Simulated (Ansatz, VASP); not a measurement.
# Al3N2 in VASP and in Ansatz

```
Al N
1.0
     3.98119    0.00000    0.00000
     0.00000    3.98119    0.00000
     0.00000    0.00000    3.98119
Al N
3 2
Direct
  0.50000 0.00000 0.00000
  0.00000 0.50000 0.00000
  0.00000 0.00000 0.50000
  0.50000 0.50000 0.50000
  0.00000 0.00000 0.00000
```

Alike in both runs: functional PBE; k mesh 10 × 10 × 10; occupations gaussian, width 0.1 eV; no spin polarisation.

Ansatz relaxed the structure, and its values are those at the end. VASP's run is a single point on that final structure, the one shown.

|  | VASP | Ansatz |
| --- | --- | --- |
| version | VASP 6.6.1 | Ansatz 0.2.0 |
| potentials or method | VASP PAW PBE potentials, release 64 (Al, N), cutoff 520 eV | scalar-relativistic, plane waves, PAW |
| valence electrons in the cell | 19 | 19 |

Ansatz gave:

```
gap on the k mesh at the Fermi level (eV) : none
pressure (GPa)                            : 0.0
```

Estimate VASP's values.

gap on the k mesh at the Fermi level (eV): none; pressure (GPa): -0.1.

A gap of «none» marks a metal or a gap that the smearing closes. The functional is the same, so the differences come from potentials, cutoffs and numerics.
